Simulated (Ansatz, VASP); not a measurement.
# One calculation of Ca, two programs

The input INCAR:

```
SYSTEM = Ca
PREC = Accurate
ENCUT = 520
EDIFF = 1E-6
ISMEAR = 0
SIGMA = 0.1
LREAL = .False.
LASPH = .True.
NELM = 80
ALGO = Fast
ISIF = 2
LWAVE = .False.
LCHARG = .False.
GGA = PE
NBANDS = 11
```

File KPOINTS:

```
regular mesh
0
Gamma
  12 12 12
  0 0 0
```

The input POSCAR:

```
Ca
1.0
    3.5539313852      0.0000000000      0.0000000000
    0.0000000000      3.5539313852      0.0000000000
    0.0000000000      0.0000000000      3.3965272122
Ca
1
Direct
    0.5000000000      0.5000000000      0.5000000000
```

Input for Ansatz:

```yaml
crystal:
  lattice:
    - [3.5539313852, 0.0, 0.0]
    - [0.0, 3.5539313852, 0.0]
    - [0.0, 0.0, 3.3965272122]
  atoms:
    - { symbol: Ca, position: [0.5, 0.5, 0.5] }
basis:
  ecutwfc: 420
kpoints:
  mp_grid: { grid: [12, 12, 12] }
hamiltonian:
  xc: pbe
scf:
  occupations: { method: gaussian, width: 0.1 }
output:
  forces: true
  stress: true
  eigenvalues: true
```

Alike in both runs: task single point; functional PBE; k mesh 12 × 12 × 12; occupations gaussian, width 0.1 eV; no spin polarisation.

|  | VASP | Ansatz |
| --- | --- | --- |
| version | VASP 6.6.1 | Ansatz 0.2.0 |
| potentials or method | VASP PAW PBE potentials, release 64 (Ca_sv), cutoff 520 eV | scalar-relativistic, plane waves, PAW |
| valence electrons in the cell | 10 | 10 |

|  | VASP | Ansatz | Ansatz less VASP |
| --- | --- | --- | --- |
| gap on the k mesh at the Fermi level (eV) | none | none | - |
| pressure (GPa) | 0.2 | 0.2 | 0.00 |
| traceless stress, the component that is largest in VASP (GPa) | 1.87 | 1.86 | -0.009 |

A gap of «none» marks a metal or a gap that the smearing closes.
